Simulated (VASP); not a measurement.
Input of a VASP 6.6.1 run:

The input INCAR:

```
SYSTEM = Tl
ALGO = Normal
EDIFF = 1E-7
ENCUT = 520
GGA = PS
ISIF = 2
ISMEAR = 0
LASPH = .True.
LCHARG = .True.
LELF = .True.
LREAL = .False.
LVHAR = .True.
LWAVE = .False.
NBANDS = 12
NELM = 100
PREC = Accurate
SIGMA = 0.1
```

Contents of KPOINTS:

```
k-points
0
Gamma
  10 10 10
  0 0 0
```

File POSCAR:

```
Tl
1.0
   -1.9428700230      1.9428700230      1.8836322647
    1.9428700230     -1.9428700230      1.8836322647
    1.9428700230      1.9428700230     -1.8836322647
Tl
1
Direct
    0.0000000000      0.0000000000      0.0000000000
```

Potentials or basis: VASP PAW PBE potentials, release 64 (Tl_d).

Launch:

```bash
$ cat potpaw_PBE.64/Tl_d/POTCAR > POTCAR
$ mpirun -np 1 vasp_std > vasp.out
```

Problem. What does it give for the pressure?

Solution. 0.0 GPa.

Stress tensor (GPa, compression positive):
```
-0.05  0.00  0.00
 0.00 -0.05  0.00
 0.00  0.00  0.23
```

Caveat: the PAW data sets were made with another functional, which shifts forces and pressure a little.
